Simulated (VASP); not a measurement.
# Be in VASP: notebook

Be is run at these levels: r2SCAN; tasks: single point, relaxation of cell and atoms.

Program: VASP 6.6.1. These are calculated values, not measurements. Logs are shortened: lines on timing, memory, paths and dates and some standing lists are left out, and cuts for length are marked.

**1. The cell of the first run**

Symmetry: Im-3m, No. 229, cubic system. Conventional cell: a = 2.501 Å, b = 2.501 Å, c = 2.501 Å, α = 90.00°, β = 90.00°, γ = 90.00°. Be (site symmetry m-3m) has 14 Be at 2.17 to 2.50 Å within 2.9 Å.

This isn't the form of Be at room conditions, which is hcp.

**2. Single point, r2SCAN**

The input, POSCAR:

```
Be
1.0
   -1.2503628429      1.2503628429      1.2503628429
    1.2503628429     -1.2503628429      1.2503628429
    1.2503628429      1.2503628429     -1.2503628429
Be
1
Direct
    0.0000000000      0.0000000000      0.0000000000
```

The input, INCAR.step1:

```
ALGO = Normal ; EDIFF = 1E-4
ENCUT = 520 ; GGA = PE
ISMEAR = -1 ; LASPH = True
LCHARG = False ; LREAL = False
LWAVE = True ; NBANDS = 7
NELM = 60 ; PREC = Accurate
SIGMA = 0.1
```

The input, INCAR.step2:

```
ALGO = Normal ; EDIFF = 1E-6
ENCUT = 520 ; ISIF = 2
ISMEAR = -1 ; ISTART = 1
LASPH = True ; LCHARG = False
LMIXTAU = True ; LREAL = False
LWAVE = False ; METAGGA = R2SCAN
NBANDS = 7 ; NELM = 60
PREC = Accurate ; SIGMA = 0.1
```

The input, KPOINTS:

```
k-points
0
Gamma
  14 14 14
```

Potentials or basis: VASP PAW PBE potentials, release 64 (Be).

Run with:

```
cat potpaw_PBE.64/Be/POTCAR > POTCAR
cp INCAR.step1 INCAR
mpirun -np 1 vasp_std > vasp.out
cp INCAR.step2 INCAR
mpirun -np 1 vasp_std > vasp.out
```

OUTCAR:

```text
EDIFF = 1E-6
   ENCUT = 520
   ISIF = 2
   ISMEAR = -1
   ISTART = 1
   LASPH = True
   LREAL = False
   METAGGA = R2SCAN
   NELM = 60
   PREC = Accurate

 ion  position               nearest neighbor table
   1  0.000  0.000  0.000-

  LATTYP: Found a body centered cubic cell.
 ALAT       =     2.5007256858

  Lattice vectors:

 A1 = (  -1.2503628429,   1.2503628429,   1.2503628429)
 A2 = (   1.2503628429,  -1.2503628429,   1.2503628429)
 A3 = (   1.2503628429,   1.2503628429,  -1.2503628429)

Analysis of symmetry for initial positions (statically):
=====================================================================
 Subroutine PRICEL returns:
 Original cell was already a primitive cell.

 Routine SETGRP: Setting up the symmetry group for a
 body centered cubic supercell.

 Subroutine GETGRP returns: Found 48 space group operations
 (whereof 48 operations were pure point group operations)
 out of a pool of 48 trial point group operations.

The static configuration has the point symmetry O_h .

Analysis of symmetry for dynamics (positions and initial velocities):
=====================================================================
 Subroutine PRICEL returns:
 Original cell was already a primitive cell.

 Routine SETGRP: Setting up the symmetry group for a
 body centered cubic supercell.

 Subroutine GETGRP returns: Found 48 space group operations
 (whereof 48 operations were pure point group operations)
 out of a pool of 48 trial point group operations.

The dynamic configuration has the point symmetry O_h .

 Subroutine INISYM returns: Found 48 space group operations
 (whereof 48 operations are pure point group operations),
 and found     1 'primitive' translations

----------------------------------------------------------------------------------------

                                     Primitive cell

  volume of cell :       7.8193

  direct lattice vectors                    reciprocal lattice vectors
    -1.250362843  1.250362843  1.250362843     0.000000000  0.399883924  0.399883924
     1.250362843 -1.250362843  1.250362843     0.399883924  0.000000000  0.399883924
     1.250362843  1.250362843 -1.250362843     0.399883924  0.399883924  0.000000000

  length of vectors
     2.165691972  2.165691972  2.165691972     0.565521269  0.565521269  0.565521269

  position of ions in fractional coordinates (direct lattice)
     0.000000000  0.000000000  0.000000000

  ion indices of the primitive-cell ions
   primitive index   ion index
                 1           1

----------------------------------------------------------------------------------------

 KPOINTS: k-points

Automatic generation of k-mesh.
 Grid dimensions read from file:
 generate k-points for:   14   14   14

 Generating k-lattice:

  Cartesian coordinates                     Fractional coordinates (reciprocal lattice)
     0.000000000  0.028563137  0.028563137     0.071428571  0.000000000  0.000000000
     0.028563137  0.000000000  0.028563137     0.000000000  0.071428571  0.000000000
     0.028563137  0.028563137  0.000000000     0.000000000  0.000000000  0.071428571

  Length of vectors
     0.040394376  0.040394376  0.040394376

  Shift w.r.t. Gamma in fractional coordinates (k-lattice)
     0.000000000  0.000000000  0.000000000

 Subroutine IBZKPT returns following result:
 ===========================================

 Found    104 irreducible k-points:

 Following reciprocal coordinates:
            Coordinates               Weight
  0.000000  0.000000  0.000000      1.000000
  0.071429  0.000000  0.000000     12.000000
  0.142857  0.000000  0.000000     12.000000
  0.214286  0.000000  0.000000     12.000000
  0.285714  0.000000  0.000000     12.000000
  0.357143  0.000000  0.000000     12.000000
[... 16 lines left out ...]
  0.285714  0.285714  0.000000     24.000000
  0.357143  0.285714  0.000000     24.000000
 [... further k-points ...]
   k-points           NKPTS =    104   k-points in BZ     NKDIM =    104   number of bands    NBANDS=      7
   number of dos      NEDOS =    301   number of ions     NIONS =      1
   total plane-waves  NPLWV =   4096
   dimension x,y,z NGX =    16 NGY =   16 NGZ =   16
   dimension x,y,z NGXF=    32 NGYF=   32 NGZF=   32
   ions per type =               1
   NGX,Y,Z   is equivalent  to a cutoff of  12.28, 12.28, 12.28 a.u.
   NGXF,Y,Z  is equivalent  to a cutoff of  24.56, 24.56, 24.56 a.u.
 SYSTEM =  unknown system
   PREC   = accura    normal or accurate (medium, high low for compatibility)
   ISTART =      1    job   : 0-new  1-cont  2-samecut
   ICHARG =      0    charge: 1-file 2-atom 10-const
   ISPIN  =      1    spin polarized calculation?
   LNONCOLLINEAR =      F non collinear calculations
   LSORBIT =      F    spin-orbit coupling
   LASPH  =      T    aspherical Exc in radial PAW
   ENCUT  =  520.0 eV  38.22 Ry    6.18 a.u.   4.03  4.03  4.03*2*pi/ulx,y,z
   NELM   =     60;   NELMIN=  2; NELMDL=  0     # of ELM steps
   EDIFF  = 0.1E-05   stopping-criterion for ELM
   LREAL  =      F    real-space projection
   EDIFFG = 0.1E-04   stopping-criterion for IOM
   NSW    =      0    number of steps for IOM
   IBRION =     -1    ionic relax: 0-MD 1-quasi-New 2-CG
   NFREE  =      0    steps in history (QN), initial steepest desc. (CG)
   ISIF   =      2    stress and relaxation
   ISYM   =      2    0-nonsym 1-usesym 2-fastsym
   POTIM  = 0.5000    time-step for ionic-motion
   TEBEG  =    0.0;   TEEND  =   0.0 temperature during run
   PSTRESS=    0.0 pullay stress
   NELECT =       2.0000    total number of electrons
   NUPDOWN=      -1.0000    fix difference up-down
   EMIN   =  10.00;   EMAX   =-10.00  energy-range for DOS
   EFERMI =   0.00;   METHOD = LEGACY
   ISMEAR =    -1;   SIGMA  =   0.10  broadening in eV -4-tet -1-fermi 0-gaus
   EFERMI_NEDOS =   21; number of points for ismear=-14 and -15
   IALGO  =     38    algorithm
   IMIX   =      4    mixing-type and parameters
     AMIX     =   0.40;   BMIX     =  1.00
     AMIX_MAG =   1.60;   BMIX_MAG =  1.00
  volume/ion in A,a.u.               =       7.82        52.77
  Fermi-wavevector in a.u.,A,eV,Ry     =   1.039191  1.963787 14.693180  1.079918
  Thomas-Fermi vector in A             =   2.173710
   LORBIT       =      0    0 simple, 1 ext, 2 COOP (PROOUT), +10 PAW based schemes
   METAGGA = R2SCAN    functional components
   LHFCALC =     F    Hartree Fock is set to
   AEXX    =    0.0000 exact exchange contribution
   IVDW    =     0    specifies the selected vdW correction
   LEPSILON=     F    determine dielectric tensor
   LRPA    =     F    only Hartree local field effects (RPA)
 non-spin polarized calculation
  energy-cutoff  :      520.00
  volume of cell :        7.82
 maximum number of plane-waves:       236
   NGX =  7   NGY =  7   NGZ =  7

 number of electron       2.0000000 magnetization

 Free energy of the ion-electron system (eV)
  ---------------------------------------------------
  ext. energy  EPLUGINS =         0.00000000
  ---------------------------------------------------
  free energy    TOTEN  =        -4.24903054 eV

  energy without entropy =       -4.24578154  energy(sigma->0) =       -4.24740604

 E-fermi :   8.1719     XC(G=0): -11.2951

 val. band max:        8.1048977579   @ k =   0.2857   0.2857   0.0714
 cond. band min:       8.3510653160   @ k =   0.3571   0.2143   0.0714
 fundamental gap:      0.2461675581
 Fermi energy:         8.1718752127

 k-point     1 :       0.0000    0.0000    0.0000
  band No.  band energies     occupation
      1      -5.0764      2.00000
      2      29.2610      0.00000
      3      29.2611      0.00000
      4      29.2611      0.00000
      5      40.4556      0.00000
      6      40.4556      0.00000
      7      40.4556      0.00000

 k-point     2 :       0.0714    0.0000    0.0000
  band No.  band energies     occupation
      1      -4.8824      2.00000
      2      28.2389      0.00000
      3      28.4755      0.00000
      4      29.0209      0.00000
      5      38.2641      0.00000
      6      38.5031      0.00000
      7      41.6800      0.00000

 k-point     3 :       0.1429    0.0000    0.0000
  band No.  band energies     occupation
      1      -4.3003      2.00000
      2      25.2236      0.00000
      3      26.8027      0.00000
      4      28.3424      0.00000
      5      35.8589      0.00000
      6      35.9770      0.00000
      7      40.8139      0.00000

 k-point     4 :       0.2143    0.0000    0.0000
  band No.  band energies     occupation
      1      -3.3315      2.00000
      2      21.1233      0.00000
      3      25.0504      0.00000
      4      27.3882      0.00000
      5      33.5926      0.00000
      6      35.1641      0.00000
      7      40.9874      0.00000

 k-point     5 :       0.2857    0.0000    0.0000
  band No.  band energies     occupation
      1      -1.9863      2.00000
      2      16.9215      0.00000
      3      23.5549      0.00000
      4      26.3993      0.00000
      5      31.8069      0.00000
      6      35.1204      0.00000
      7      42.0153      0.00000
[... 161 lines left out ...]
 k-point    22 :       0.3571    0.2143    0.0000
  band No.  band energies     occupation
      1       3.8556      2.00000
      2       8.8905      0.00151
      3      15.8800      0.00000
      4      22.4885      0.00000
      5      36.6980      0.00000
      6      38.9660      0.00000
      7      43.9640      0.00000

 k-point    23 :       0.2857    0.2857    0.0000
  band No.  band energies     occupation
      1       4.0110      2.00000
      2       9.3356      0.00002
      3      14.7176      0.00000
      4      22.4279      0.00000
      5      37.9221      0.00000
      6      38.9954      0.00000
      7      43.4690      0.00000

 k-point    24 :       0.3571    0.2857    0.0000
  band No.  band energies     occupation
      1       5.5771      2.00000
      2       7.6672      1.98722
      3      14.1909      0.00000
      4      22.2954      0.00000
      5      38.6304      0.00000
      6      40.1548      0.00000
      7      41.3723      0.00000

 [... further k-points ...]
[... 5 lines left out ...]
  --------------------------------------------------------------------------------------
  -------------------------------------------------------------------------------------
  Total        0.0083000      0.0083000      0.0083000      0.0000000     -0.0000000      0.0000000
  in kB        1.7006790      1.7006790      1.7006790      0.0000000     -0.0000000      0.0000000
  external PRESSURE =       1.7006790 kB  Pullay stress =       0.0000000 kB

 VOLUME and BASIS-vectors are now :
 -----------------------------------------------------------------------------
  energy-cutoff  :      520.00
  volume of cell :        7.82
      direct lattice vectors                 reciprocal lattice vectors
    -1.250362843  1.250362843  1.250362843     0.000000000  0.399883924  0.399883924
     1.250362843 -1.250362843  1.250362843     0.399883924  0.000000000  0.399883924
     1.250362843  1.250362843 -1.250362843     0.399883924  0.399883924  0.000000000

 POSITION                                       TOTAL-FORCE (eV/Angst)
 -----------------------------------------------------------------------------------
      0.00000      0.00000      0.00000        -0.000000      0.000000      0.000000
 -----------------------------------------------------------------------------------
    total drift:                                0.000000     -0.000000      0.000000

  FREE ENERGIE OF THE ION-ELECTRON SYSTEM (eV)
  ---------------------------------------------------
  free  energy   TOTEN  =        -4.2490305427 eV

  energy  without entropy=       -4.2457815372  energy(sigma->0) =       -4.24740604
```

Wall time 7.7 s (1 thread of Intel Xeon Platinum 8488C (Sapphire Rapids), shared host); peak memory 0.11 GiB.

Results:

```
Free energy            : -4.2490 eV
Pressure               : 0.2 GPa
Band gap on the k mesh : zero (bands 1 and 2 overlap by 5.70 eV)
```

Caveat: the PAW data sets were made with another functional, which shifts forces and pressure a little.

[end of part 1 of 2]

The gap in the log of VASP goes by the Fermi energy; the results here count the filled bands.